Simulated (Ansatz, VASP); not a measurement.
**Two plane-wave programs on AlNi3**

```
Ni Al
1.0
     3.52305    0.00000    0.00000
     0.00000    3.52305    0.00000
     0.00000    0.00000    3.52305
Ni Al
3 1
Direct
  0.50000 0.50000 0.00000
  0.50000 0.00000 0.50000
  0.00000 0.50000 0.50000
  0.00000 0.00000 0.00000
```

Alike in both runs: task single point; functional PBE; k mesh 8 × 8 × 8; occupations gaussian, width 0.028 eV; collinear spin.

|  | VASP | Ansatz |
| --- | --- | --- |
| version | VASP 6.6.1 | Ansatz 0.2.0 |
| potentials or method | VASP PAW PBE potentials, release 64 (Ni, Al) | Ansatz PAW |
| plane-wave cutoff (eV) | 520 | 420 |
| valence electrons in the cell | 33 | 57 |

Ansatz gave:

- gap on the k mesh at the Fermi level (eV): none
- pressure (GPa): 7.4
- net moment per atom (μB): 0.20
- size of the moment on the site where the two differ most (μB): 0.30

Question: Estimate VASP's values.

Answer: gap on the k mesh at the Fermi level (eV): none; pressure (GPa): 7.3; net moment per atom (μB): 0.19; size of the moment on the site where the two differ most (μB): 0.27.

Site moments also hang on the region over which each program counts them. A gap of «none» marks a metal or a gap that the smearing closes. VASP's potentials hold 33 valence electrons a cell and Ansatz's 57, so a difference there can come from the potentials and not from the codes.
